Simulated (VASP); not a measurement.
Set up this calculation in VASP 6.6.1, as the native input.

- Task: single point
- Functional: r2SCAN
- Potentials or basis: VASP PAW PBE potentials, release 64 (Si)
- Cutoff: 520 eV
- k mesh: 18 × 18 × 10
- Occupations: gaussian, width 0.1 eV
- Spin: no spin polarisation
- Dipole correction: no
- Further INCAR settings: ALGO = Normal; EDIFF = 1e-06; NBANDS = 11

Si:

```
Si
1.0
     2.61326    0.00000    0.00000
    -1.30663    2.26315    0.00000
     0.00000    0.00000    4.50466
Si
2
Direct
  0.33333 0.66667 0.25000
  0.66667 0.33333 0.75000
```

This isn't the form of Si at room conditions, which is diamond.

One way to write it, as run:

POSCAR

```
Si
1.0
    2.6132589961      0.0000000000      0.0000000000
   -1.3066294981      2.2631486773      0.0000000000
    0.0000000000      0.0000000000      4.5046641724
Si
2
Direct
    0.3333333333      0.6666666667      0.2500000000
    0.6666666667      0.3333333333      0.7500000000
```

INCAR.step1

```
SYSTEM = Si
ALGO = Normal ; EDIFF = 1E-4
ENCUT = 520 ; GGA = PE
ISMEAR = 0 ; LASPH = .TRUE.
LCHARG = .FALSE. ; LREAL = .FALSE.
LWAVE = .TRUE. ; NBANDS = 11
NELM = 100 ; PREC = Accurate
SIGMA = 0.1
```

INCAR.step2

```
SYSTEM = Si
ALGO = Normal ; EDIFF = 1E-6
ENCUT = 520 ; ISIF = 2
ISMEAR = 0 ; ISTART = 1
LASPH = .TRUE. ; LCHARG = .FALSE.
LMIXTAU = .TRUE. ; LREAL = .FALSE.
LWAVE = .FALSE. ; METAGGA = R2SCAN
NBANDS = 11 ; NELM = 100
PREC = Accurate ; SIGMA = 0.1
```

KPOINTS

```
k-points
0
G
  18 18 10
  0 0 0
```

Potentials or basis: VASP PAW PBE potentials, release 64 (Si).

Run with:

```console
$ cat potpaw_PBE.64/Si/POTCAR > POTCAR
$ cp INCAR.step1 INCAR
$ mpirun -np 1 vasp_std > vasp.out
$ cp INCAR.step2 INCAR
$ mpirun -np 1 vasp_std > vasp.out
```

Results of the run:

* Pressure: 2.9 GPa
* Band gap on the k mesh: zero (bands 4 and 5 overlap by 14.58 eV)

Caveat: the PAW data sets were made with another functional, which shifts forces and pressure a little.

It took 2.9 min on 1 thread of Intel Xeon 8259CL, on a shared host, peak memory 0.17 GiB.
